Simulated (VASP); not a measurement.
A run of VASP 6.6.1 is set up as follows.

Contents of POSCAR:

```
SnTe
1.0
    0.0000000000      3.1297027185      3.1297027185
    3.1297027185      0.0000000000      3.1297027185
    3.1297027185      3.1297027185      0.0000000000
Te Sn
1 1
Direct
    0.5000000000      0.5000000000      0.5000000000
    0.0000000000      0.0000000000      0.0000000000
```

Contents of INCAR.step1:

```
ALGO = Normal
EDIFF = 1E-5
ENCUT = 520
GGA = PE
ISIF = 2
ISMEAR = -1
LASPH = True
LREAL = False
LWAVE = True
NBANDS = 17
NELM = 80
PREC = Accurate
SIGMA = 0.05
```

File INCAR.step2:

```
AEXX = 0.25
ALGO = Normal
EDIFF = 1E-6
ENCUT = 520
GGA = PE
ISIF = 2
ISMEAR = -1
ISTART = 1
LASPH = True
LCHARG = True
LELF = True
LHFCALC = True
LREAL = False
LVHAR = True
LWAVE = False
NBANDS = 17
NELM = 80
PREC = Accurate
PRECFOCK = Normal
SIGMA = 0.05
```

File KPOINTS:

```
k-points
0
Gamma
  4 4 4
```

Potentials or basis: VASP PAW PBE potentials, release 64 (Te, Sn_d).

Command:

```sh
$ cat potpaw_PBE.64/Te/POTCAR potpaw_PBE.64/Sn_d/POTCAR > POTCAR
$ cp INCAR.step1 INCAR
$ mpirun -np 1 vasp_std > vasp.out
$ cp INCAR.step2 INCAR
$ mpirun -np 1 vasp_std > vasp.out
```

Question: Estimate the pressure.

Answer: 0.9 GPa.

Question: Predict the band gap on the k mesh.

Answer: 0.70 eV.

Caveat: the k points lie up to 0.43 Å⁻¹ apart; the PAW data sets were made with another functional, which shifts forces and pressure a little; spin-orbit coupling is left out, which moves the levels of the heavy elements. A k mesh can miss the band edges.
